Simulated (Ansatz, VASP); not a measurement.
## Hf7N: VASP beside Ansatz

```
Hf N
1.0
     3.20000    0.00000    0.00000
    -1.60000    2.77128    0.00000
     0.00000    0.00000   17.80000
Hf N
7 1
Direct
  0.33333 0.66667 0.07140
  0.66667 0.33333 0.92860
  0.66667 0.33333 0.21430
  0.33333 0.66667 0.35710
  0.33333 0.66667 0.78570
  0.66667 0.33333 0.64290
  0.00000 0.00000 0.50000
  0.00000 0.00000 0.00000
```

Alike in both runs: task relaxation of cell and atoms; functional PBE; k mesh 6 × 6 × 1; occupations gaussian, width 0.2 eV; no spin polarisation.

```csv
,VASP,Ansatz
version,VASP 6.6.1,Ansatz 0.2.0
potentials or method,"VASP PAW PBE potentials, release 64 (Hf_pv, N), cutoff 600 eV","scalar-relativistic, plane waves, PAW"
valence electrons in the cell,75,187
```

```tsv
	VASP	Ansatz	Ansatz less VASP
gap on the k mesh at the Fermi level, each at its own relaxed structure (eV)	none	none	-
relaxed volume (Å³/atom)	19.98	20.13	+0.150
relaxed length of the cell vector where the two differ most in proportion (Å)	3.190	3.200	+0.0101
```

A gap of «none» marks a metal or a gap that the smearing closes. VASP's potentials hold 75 valence electrons a cell and Ansatz's 187, so a difference there can come from the potentials and not from the codes.

The k mesh is coarse, so the values compare programs but aren't converged. Neither program's run includes spin-orbit coupling.
